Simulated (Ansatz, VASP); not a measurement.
Be5Ir: VASP beside Ansatz

```
CELL_PARAMETERS angstrom
4.19451 0.00000 0.00000
-2.09726 3.63255 0.00000
0.00000 0.00000 3.55560
ATOMIC_POSITIONS crystal
Be 0.66667 0.33333 0.50000
Be 0.33333 0.66667 0.50000
Be 0.00000 0.60969 0.00000
Be 0.60969 0.00000 0.00000
Be 0.39031 0.39031 0.00000
Ir 0.00000 0.00000 0.50000
```

Alike in both runs: functional PBE; k mesh 12 × 12 × 10; occupations fermi-dirac, width 0.15 eV; no spin polarisation.

Ansatz relaxed the structure, and its values are those at the end. VASP's run is a single point on that final structure, the one shown.

|  | VASP | Ansatz |
| --- | --- | --- |
| version | VASP 6.6.1 | Ansatz 0.2.0 |
| potentials or method | VASP PAW PBE potentials, release 64 (Be, Ir), cutoff 520 eV | scalar-relativistic, plane waves, PAW |
| valence electrons in the cell | 19 | 27 |

VASP gave:

| Quantity | Value |
| --- | --- |
| gap on the k mesh at the Fermi level (eV) | none |
| pressure (GPa) | 0.2 |

Problem. What did Ansatz give for the same quantities?

Solution. gap on the k mesh at the Fermi level (eV): none; pressure (GPa): 0.0.

A gap of «none» marks a metal or a gap that the smearing closes. With one functional, cell and mesh, what is left measures potentials, basis and numerics. VASP's potentials hold 19 valence electrons a cell and Ansatz's 27, so a difference there can come from the potentials and not from the codes.

Neither program's run includes spin-orbit coupling.
